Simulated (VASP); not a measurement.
**Ga2GeO: single point with PBE**

Crystal: Ga2GeO.

```
Ga Ge O
1.0
     2.99518    0.00000    0.00000
    -1.49759    2.59390    0.00000
     0.00000    0.00000    7.99279
Ga Ge O
2 1 1
Direct
  0.00000 0.00000 0.81495
  0.00000 0.00000 0.18505
  0.66667 0.33333 0.50000
  0.33333 0.66667 0.00000
```

```
Program             : VASP 6.6.1
Task                : single point
Functional          : PBE
Potentials or basis : VASP PAW PBE potentials, release 64 (Ga_d, Ge_d, O)
Cutoff              : 520 eV
k mesh              : 18 × 18 × 8
Occupations         : gaussian, width 0.1 eV
Spin                : no spin polarisation
```

- Pressure: 0.2 GPa
- Largest force: 0.035 eV/Å
- Band gap on the k mesh: zero (band 23 reaches 8.16 eV, above the bottom of band 24 at 4.57 eV)

Forces in eV/Å, atoms in the order of the input:
```
Ga   0.000  0.000 -0.035
Ga   0.000  0.000  0.035
Ge   0.000  0.000  0.000
O    0.000  0.000  0.000
```

Stress tensor (GPa, compression positive):
```
0.14 0.00 0.00
0.00 0.14 0.00
0.00 0.00 0.25
```

Levels at points of the mesh, in eV from the Fermi level:
```csv
k point,band 20,band 21,band 22,band 23,band 24,band 25,band 26,band 27
"(0.00, 0.00, 0.00)",-4.71,-3.06,-3.06,1.86,2.13,7.59,7.59,9.91
"(0.50, 0.00, 0.00)",-4.99,-3.83,-3.66,-0.43,-0.28,0.55,2.78,3.92
"(0.00, 0.00, 0.50)",-3.06,-3.06,-1.89,-1.48,5.32,6.68,7.61,7.61
"(0.50, 0.00, 0.50)",-4.52,-3.83,-2.17,-2.15,-1.68,1.95,3.82,4.02
```

Wall time 100 s on 1 thread of Intel(R) Xeon(R) 6975P-C (Granite Rapids) (shared host), peak memory 0.43 GiB.
